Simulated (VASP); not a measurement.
# Tc (P6_3/mmc) in VASP: notebook

Tc is run at these levels: LDA; tasks: single point.

All numbers are computed with VASP 6.6.1; they aren't measurements. Logs are shortened: lines on timing, memory, paths and dates and some standing lists are left out, and cuts for length are marked.

### Step 1. The cell of the first run

The structure is hexagonal, space group P6_3/mmc (No. 194). The conventional cell has a = 2.776 Å, b = 2.776 Å, c = 4.456 Å, α = 90.00°, β = 90.00°, γ = 120.00°. Tc (site symmetry -6m2) has 12 Tc at 2.74 to 2.78 Å within 3.6 Å.

### Step 2. Single point, LDA (14.87 Å³/atom)

INCAR

```
SYSTEM = Tc
  PREC = Accurate
  ENCUT = 520
  EDIFF = 1E-6
  ISMEAR = -1
  SIGMA = 0.08
  LREAL = .False.
  LASPH = .True.
  NELM = 80
  ALGO = Normal
  ISIF = 2
  LWAVE = .False.
  LCHARG = .False.
  GGA = CA
  NBANDS = 20
```

KPOINTS

```
Automatic mesh
0
Gamma
  17 17 9
  0 0 0
```

POSCAR

```
Tc
1.0
    2.7760569391      0.0000000000      0.0000000000
   -1.3880284696      2.4041358317      0.0000000000
    0.0000000000      0.0000000000      4.4558750580
Tc
2
Direct
    0.3333333333      0.6666666667      0.2500000000
    0.6666666667      0.3333333333      0.7500000000
```

Potentials or basis: VASP PAW LDA potentials, release 64 (Tc_pv).

Launch:

```
cat potpaw_LDA.64/Tc_pv/POTCAR > POTCAR
mpirun -np 1 vasp_std > vasp.out
```

OUTCAR:

```text
SYSTEM = Tc
   PREC = Accurate
   ENCUT = 520
   EDIFF = 1E-6
   ISMEAR = -1
   LREAL = .False.
   LASPH = .True.
   NELM = 80
   ISIF = 2
   GGA = CA

 ion  position               nearest neighbor table
   1  0.333  0.667  0.250-   2 2.74   2 2.74   2 2.74   2 2.74   2 2.74   2 2.74
   2  0.667  0.333  0.750-   1 2.74   1 2.74   1 2.74   1 2.74   1 2.74   1 2.74

  LATTYP: Found a hexagonal cell.
 ALAT       =     2.7760569391
 C/A-ratio  =     1.6051093892

  Lattice vectors:

 A1 = (   2.7760569391,   0.0000000000,   0.0000000000)
 A2 = (  -1.3880284696,   2.4041358317,   0.0000000000)
 A3 = (   0.0000000000,   0.0000000000,   4.4558750580)

Analysis of symmetry for initial positions (statically):
=====================================================================
 Subroutine PRICEL returns:
 Original cell was already a primitive cell.

 Routine SETGRP: Setting up the symmetry group for a
 hexagonal supercell.

 Subroutine GETGRP returns: Found 24 space group operations
 (whereof 12 operations were pure point group operations)
 out of a pool of 24 trial point group operations.

The static configuration has the point symmetry D_3d.
 The point group associated with its full space group is D_6h.

Analysis of symmetry for dynamics (positions and initial velocities):
=====================================================================
 Subroutine PRICEL returns:
 Original cell was already a primitive cell.

 Routine SETGRP: Setting up the symmetry group for a
 hexagonal supercell.

 Subroutine GETGRP returns: Found 24 space group operations
 (whereof 12 operations were pure point group operations)
 out of a pool of 24 trial point group operations.

The dynamic configuration has the point symmetry D_3d.
 The point group associated with its full space group is D_6h.

 Subroutine INISYM returns: Found 24 space group operations
 (whereof 12 operations are pure point group operations),
 and found     1 'primitive' translations

----------------------------------------------------------------------------------------

                                     Primitive cell

  volume of cell :      29.7386

  direct lattice vectors                    reciprocal lattice vectors
     2.776056939  0.000000000  0.000000000     0.360223159  0.207974938  0.000000000
    -1.388028470  2.404135832  0.000000000     0.000000000  0.415949876  0.000000000
     0.000000000  0.000000000  4.455875058     0.000000000  0.000000000  0.224422810

[... 73 lines left out ...]
 SYSTEM =  Tc
   PREC   = accura    normal or accurate (medium, high low for compatibility)
   ISTART =      0    job   : 0-new  1-cont  2-samecut
   ICHARG =      2    charge: 1-file 2-atom 10-const
   ISPIN  =      1    spin polarized calculation?
   LNONCOLLINEAR =      F non collinear calculations
   LSORBIT =      F    spin-orbit coupling
   LASPH  =      T    aspherical Exc in radial PAW
   ENCUT  =  520.0 eV  38.22 Ry    6.18 a.u.   5.16  5.16  8.28*2*pi/ulx,y,z
   NELM   =     80;   NELMIN=  2; NELMDL= -5     # of ELM steps
   EDIFF  = 0.1E-05   stopping-criterion for ELM
   LREAL  =      F    real-space projection
   EDIFFG = 0.1E-04   stopping-criterion for IOM
   NSW    =      0    number of steps for IOM
   IBRION =     -1    ionic relax: 0-MD 1-quasi-New 2-CG
   NFREE  =      0    steps in history (QN), initial steepest desc. (CG)
   ISIF   =      2    stress and relaxation
   ISYM   =      2    0-nonsym 1-usesym 2-fastsym
   POTIM  = 0.5000    time-step for ionic-motion
   TEBEG  =    0.0;   TEEND  =   0.0 temperature during run
   PSTRESS=    0.0 pullay stress
   NELECT =      26.0000    total number of electrons
   NUPDOWN=      -1.0000    fix difference up-down
   EMIN   =  10.00;   EMAX   =-10.00  energy-range for DOS
   EFERMI =   0.00;   METHOD = LEGACY
   ISMEAR =    -1;   SIGMA  =   0.08  broadening in eV -4-tet -1-fermi 0-gaus
   EFERMI_NEDOS =   21; number of points for ismear=-14 and -15
   IALGO  =     38    algorithm
   IMIX   =      4    mixing-type and parameters
     AMIX     =   0.40;   BMIX     =  1.00
     AMIX_MAG =   1.60;   BMIX_MAG =  1.00
  volume/ion in A,a.u.               =      14.87       100.34
  Fermi-wavevector in a.u.,A,eV,Ry     =   1.565402  2.958180 33.340841  2.450483
  Thomas-Fermi vector in A             =   2.667883
   LORBIT       =      0    0 simple, 1 ext, 2 COOP (PROOUT), +10 PAW based schemes
   GGA     = CA    functional components
   LHFCALC =     F    Hartree Fock is set to
   AEXX    =    0.0000 exact exchange contribution
   IVDW    =     0    specifies the selected vdW correction
   LEPSILON=     F    determine dielectric tensor
   LRPA    =     F    only Hartree local field effects (RPA)
 non-spin polarized calculation
  energy-cutoff  :      520.00
  volume of cell :       29.74
 maximum number of plane-waves:       813
 NGX is ok and might be reduce to    24
   NGX = 11   NGY = 11   NGZ = 17

 number of electron      25.9999995 magnetization

 Free energy of the ion-electron system (eV)
  ---------------------------------------------------
  ext. energy  EPLUGINS =         0.00000000
  ---------------------------------------------------
  free energy    TOTEN  =       -23.33276384 eV

  energy without entropy =      -23.28885287  energy(sigma->0) =      -23.31080836

 E-fermi :  11.8450     XC(G=0): -13.8041

 val. band max:       11.8423004304   @ k =   0.4118   0.0588   0.3333
 cond. band min:      11.8451685015   @ k =   0.0588   0.0000   0.1111
 fundamental gap:      0.0028680710
 Fermi energy:        11.8450001580

 k-point     1 :       0.0000    0.0000    0.0000
  band No.  band energies     occupation
      1     -27.3237      2.00000
      2     -26.3324      2.00000
      3     -26.3324      2.00000
      4     -26.1649      2.00000
      5     -26.1649      2.00000
      6     -26.1311      2.00000
[... 541 lines left out ...]
     19      21.9977      0.00000
     20      25.4233      0.00000

 [... further k-points ...]
[... 5 lines left out ...]
  --------------------------------------------------------------------------------------
  -------------------------------------------------------------------------------------
  Total       -3.9724761     -3.9724761     -4.3046309      0.0000000      0.0000000     -0.0000000
  in kB     -214.0185882   -214.0185883   -231.9135512      0.0000000      0.0000000     -0.0000000
  external PRESSURE =    -219.9835759 kB  Pullay stress =       0.0000000 kB

 VOLUME and BASIS-vectors are now :
 -----------------------------------------------------------------------------
  energy-cutoff  :      520.00
  volume of cell :       29.74
      direct lattice vectors                 reciprocal lattice vectors
     2.776056939  0.000000000  0.000000000     0.360223159  0.207974938  0.000000000
    -1.388028470  2.404135832  0.000000000     0.000000000  0.415949876  0.000000000
     0.000000000  0.000000000  4.455875058     0.000000000  0.000000000  0.224422810

 POSITION                                       TOTAL-FORCE (eV/Angst)
 -----------------------------------------------------------------------------------
     -0.00000      1.60276      1.11397        -0.000000     -0.000000      0.000000
      1.38803      0.80138      3.34191         0.000000      0.000000      0.000000
 -----------------------------------------------------------------------------------
    total drift:                                0.000000     -0.000000      0.000000

  FREE ENERGIE OF THE ION-ELECTRON SYSTEM (eV)
  ---------------------------------------------------
  free  energy   TOTEN  =       -23.3327638408 eV

  energy  without entropy=      -23.2888528700  energy(sigma->0) =      -23.31080836
```

stdout:

```text
POSCAR found type information on POSCAR Tc
 POSCAR found :  1 types and       2 ions
 scaLAPACK will be used
 LDA part: xc-table for (Slater(with rela. corr.)+CA(PZ))
 , standard interpolation
 POSCAR, INCAR and KPOINTS ok, starting setup
 FFT: planning ... GRIDC
 FFT: planning ... GRID_SOFT
 FFT: planning ... GRID
 WAVECAR not read
 entering main loop
```

Run time: 96 s. Hardware: 1 thread of Intel Xeon 8259CL, shared host; peak memory 0.2 GiB.

Results:

```yaml
Free_energy: -23.3328 eV
Pressure: -22.0 GPa
Band_gap_on_the_k_mesh: zero (bands 13 and 14 overlap by 2.88 eV)
```

Levels at points of the mesh, in eV from the Fermi level:
```csv
k point,band 11,band 12,band 13,band 14,band 15,band 16
"(0.00, 0.00, 0.00)",-1.40,-0.78,-0.78,-0.11,-0.11,1.60
```

Caveat: the cell stands under tension.

### Step 3. Single point, LDA (equal xx and yy strain of +2 %)

INCAR

```
  ALGO = Normal
  EDIFF = 1E-6
  ENCUT = 520
  ISIF = 2
  ISMEAR = -1
  LASPH = True
  LCHARG = False
  LREAL = False
  LWAVE = False
  NBANDS = 20
  NELM = 60
  PREC = Accurate
  SIGMA = 0.08
```

KPOINTS

```
k-points
0
Gamma
  17 17 9
```

POSCAR

```
Tc
1.0
    2.7948001738      0.0000000000      0.0000000000
   -1.3974000869      2.4203679491      0.0000000000
    0.0000000000      0.0000000000      4.3980000000
Tc
2
Direct
    0.3333333333      0.6666666667      0.2500000000
    0.6666666667      0.3333333333      0.7500000000
```

Potentials or basis: VASP PAW LDA potentials, release 64 (Tc_pv).

Launch:

```
cat potpaw_LDA.64/Tc_pv/POTCAR > POTCAR
mpirun -np 1 vasp_std > vasp.out
```

It took 92 s on 1 thread of Intel Xeon 8259CL, shared host; peak memory 0.2 GiB.

It converged, with:

| Quantity | Value |
| --- | --- |
| Free energy | -23.3287 eV |
| Pressure | -21.9 GPa |
| Band gap on the k mesh | zero (bands 13 and 14 overlap by 2.82 eV) |

Stress tensor (GPa, compression positive):
```
-23.22   0.00   0.00
  0.00 -23.22   0.00
  0.00   0.00 -19.36
```

Levels at points of the mesh, in eV from the Fermi level:
| k point | band 9 | band 10 | band 11 | band 12 | band 13 | band 14 | band 15 | band 16 | band 17 | band 18 |
| --- | --- | --- | --- | --- | --- | --- | --- | --- | --- | --- |
| (0.00, 0.00, 0.00) | -1.48 | -1.48 | -1.20 | -0.75 | -0.75 | -0.24 | -0.24 | 1.83 | 2.43 | 2.43 |

Caveat: the cell differs from its parent crystal (equal xx and yy strain of +2 %); the cell stands under tension.

### Step 4. Single point, LDA (15.16 Å³/atom)

This run uses another cell than the first one, of 15.16 Å³/atom.

INCAR

```
PREC     = Accurate       # precision mode
ENCUT    = 520            # plane-wave cutoff, eV
EDIFF    = 1E-6           # SCF threshold, eV
ISMEAR   = -1             # smearing method
SIGMA    = 0.08           # smearing width, eV
LREAL    = F              # projectors in reciprocal space
LASPH    = T              # aspherical terms in the spheres
NELM     = 60             # most SCF steps
ALGO     = Normal         # electronic algorithm
ISIF     = 2              # what is computed and relaxed
LWAVE    = F              # write WAVECAR
LCHARG   = F              # write CHGCAR
NBANDS   = 20             # bands
```

KPOINTS

```
regular mesh
0
Gamma
  17 17 9
```

POSCAR

```
Tc
1.0
    2.7937393072      0.0000000000      0.0000000000
   -1.3968696536      2.4194492116      0.0000000000
    0.0000000000      0.0000000000      4.4842571930
Tc
2
Direct
    0.3333333333      0.6666666667      0.2500000000
    0.6666666667      0.3333333333      0.7500000000
```

Potentials or basis: VASP PAW LDA potentials, release 64 (Tc_pv).

Launch:

```
cat potpaw_LDA.64/Tc_pv/POTCAR > POTCAR
mpirun -np 1 vasp_std > vasp.out
```

OUTCAR:

```text
PREC = Accurate
   ENCUT = 520
   EDIFF = 1E-6
   ISMEAR = -1
   LREAL = F
   LASPH = T
   NELM = 60
   ISIF = 2

 ion  position               nearest neighbor table
   1  0.333  0.667  0.250-   2 2.76   2 2.76   2 2.76   2 2.76   2 2.76   2 2.76
   2  0.667  0.333  0.750-   1 2.76   1 2.76   1 2.76   1 2.76   1 2.76   1 2.76

  LATTYP: Found a hexagonal cell.
 ALAT       =     2.7937393072
 C/A-ratio  =     1.6051093892

  Lattice vectors:

 A1 = (   2.7937393072,   0.0000000000,   0.0000000000)
 A2 = (  -1.3968696536,   2.4194492116,   0.0000000000)
 A3 = (   0.0000000000,   0.0000000000,   4.4842571930)

Analysis of symmetry for initial positions (statically):
=====================================================================
 Subroutine PRICEL returns:
 Original cell was already a primitive cell.

 Routine SETGRP: Setting up the symmetry group for a
 hexagonal supercell.

 Subroutine GETGRP returns: Found 24 space group operations
 (whereof 12 operations were pure point group operations)
 out of a pool of 24 trial point group operations.

The static configuration has the point symmetry D_3d.
 The point group associated with its full space group is D_6h.
[... 153 lines left out ...]

 Free energy of the ion-electron system (eV)
  ---------------------------------------------------
  ext. energy  EPLUGINS =         0.00000000
  ---------------------------------------------------
  free energy    TOTEN  =       -23.24705225 eV

  energy without entropy =      -23.20200912  energy(sigma->0) =      -23.22453068

 E-fermi :  11.5303     XC(G=0): -13.6947

 val. band max:       11.5302251278   @ k =   0.2353   0.0000   0.3333
 cond. band min:      11.5333941243   @ k =   0.0588  -0.0000   0.1111
 fundamental gap:      0.0031689965
 Fermi energy:        11.5302760233

 k-point     1 :       0.0000    0.0000    0.0000
  band No.  band energies     occupation
      1     -27.5953      2.00000
      2     -26.6656      2.00000
      3     -26.6656      2.00000
      4     -26.5075      2.00000
      5     -26.5075      2.00000
      6     -26.4748      2.00000
[... 541 lines left out ...]
     19      21.4689      0.00000
     20      24.8750      0.00000

 [... further k-points ...]
[... 5 lines left out ...]
  --------------------------------------------------------------------------------------
  -------------------------------------------------------------------------------------
  Total       -4.8688341     -4.8688341     -5.2134172     -0.0000000      0.0000000      0.0000000
  in kB     -257.3609539   -257.3609539   -275.5752205     -0.0000000      0.0000000      0.0000000
  external PRESSURE =    -263.4323761 kB  Pullay stress =       0.0000000 kB

 VOLUME and BASIS-vectors are now :
 -----------------------------------------------------------------------------
  energy-cutoff  :      520.00
  volume of cell :       30.31
      direct lattice vectors                 reciprocal lattice vectors
     2.793739307  0.000000000  0.000000000     0.357943204  0.206658605  0.000000000
    -1.396869654  2.419449212  0.000000000     0.000000000  0.413317211  0.000000000
     0.000000000  0.000000000  4.484257193     0.000000000  0.000000000  0.223002374

 POSITION                                       TOTAL-FORCE (eV/Angst)
 -----------------------------------------------------------------------------------
     -0.00000      1.61297      1.12106        -0.000000      0.000000      0.000000
      1.39687      0.80648      3.36319         0.000000     -0.000000      0.000000
 -----------------------------------------------------------------------------------
    total drift:                                0.000000     -0.000000      0.000000

  FREE ENERGIE OF THE ION-ELECTRON SYSTEM (eV)
  ---------------------------------------------------
  free  energy   TOTEN  =       -23.2470522495 eV

  energy  without entropy=      -23.2020091155  energy(sigma->0) =      -23.22453068
```

stdout:

```text
POSCAR found type information on POSCAR Tc
 POSCAR found :  1 types and       2 ions
 scaLAPACK will be used
 LDA part: xc-table for (Slater(with rela. corr.)+CA(PZ))
 , standard interpolation
 POSCAR, INCAR and KPOINTS ok, starting setup
 FFT: planning ... GRIDC
 FFT: planning ... GRID_SOFT
 FFT: planning ... GRID
 WAVECAR not read
 entering main loop
```

It took 98 s on 1 thread of Intel Xeon 8259CL, shared host; peak memory 0.2 GiB.

Results:

```yaml
Free_energy: -23.2471 eV
Pressure: -26.3 GPa
Band_gap_on_the_k_mesh: zero (bands 13 and 14 overlap by 2.80 eV)
```

Levels at points of the mesh, in eV from the Fermi level:
| k point | band 11 | band 12 | band 13 | band 14 | band 15 | band 16 |
| --- | --- | --- | --- | --- | --- | --- |
| (0.00, 0.00, 0.00) | -1.36 | -0.76 | -0.76 | -0.10 | -0.10 | 1.56 |

Caveat: the cell stands under tension.

### Step 5. Overview

```tsv
cell	gap on the mesh (eV)	pressure (GPa)
a = 2.776, b = 2.776, c = 4.456 Å, angles 90.0, 90.0, 120.0°, 2 atoms	none	-22.0
a = 2.795, b = 2.795, c = 4.398 Å, angles 90.0, 90.0, 120.0°, 2 atoms	none	-21.9
a = 2.794, b = 2.794, c = 4.484 Å, angles 90.0, 90.0, 120.0°, 2 atoms	none	-26.3
```

Alike in all rows: task single point; level LDA; potentials or basis VASP PAW LDA potentials, release 64 (Tc_pv); no spin polarisation; k mesh 17 × 17 × 9; cutoff (eV) 520; smearing fermi-dirac 0.08 eV.

Caveats: the cell stands under tension.

Total energies depend on the potentials used, so only differences within one code and one set of settings carry meaning.
